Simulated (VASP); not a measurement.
Write the native input for VASP 6.6.1 that does the following.

```
Task                   : electric field gradients
Functional             : PBE
Potentials or basis    : VASP PAW PBE potentials, release 64 (Al, Fe)
Cutoff                 : 520 eV
k mesh                 : 12 × 12 × 12
Occupations            : fermi-dirac, width 0.05 eV
Spin                   : collinear spin, ferromagnetic start
Starting moments       : [0.0, 3.0] μB
Dipole correction      : no
Further INCAR settings : ALGO = Normal; EDIFF = 1e-08; NBANDS = 16
```

The structure of AlFe lies in POSCAR:

```
AlFe
1.0
    2.9292720848      0.0000000000      0.0000000000
    0.0000000000      2.9292720848      0.0000000000
    0.0000000000      0.0000000000      2.9292720848
Al Fe
1 1
Direct
    0.0000000000      0.0000000000      0.0000000000
    0.5000000000      0.5000000000      0.5000000000
```

One way to write it, as run:

INCAR

```
ALGO = Normal ; EDIFF = 1E-8
ENCUT = 520 ; GGA = PE
ISIF = 2 ; ISMEAR = -1
ISPIN = 2 ; LASPH = T
LCHARG = F ; LEFG = T
LMAXMIX = 4 ; LORBIT = 11
LREAL = F ; LWAVE = F
MAGMOM = 0 3 ; NBANDS = 16
NELM = 150 ; PREC = Accurate
SIGMA = 0.05
```

KPOINTS

```
k-points
0
Gamma
  12 12 12
```

Potentials or basis: VASP PAW PBE potentials, release 64 (Al, Fe).

The run is started by

```sh
$ cat potpaw_PBE.64/Al/POTCAR potpaw_PBE.64/Fe/POTCAR > POTCAR
$ mpirun -np 1 vasp_std > vasp.out
```

Results of the run:

- Pressure: -8.7 GPa
- Net moment: 0.76 μB per cell
- Site moments: Al -0.03; Fe +0.81 μB
- Largest electric field gradient by atom: under 0.05 V/Å² on every atom
- Valence electrons inside the program's atomic spheres: Al 0.81; Fe 7.30

Caveat: the cell stands under tension.

Run time: 33 s on 1 thread of Intel(R) Xeon(R) Platinum 8488C (Sapphire Rapids), with other jobs on the host, peak memory 0.19 GiB.
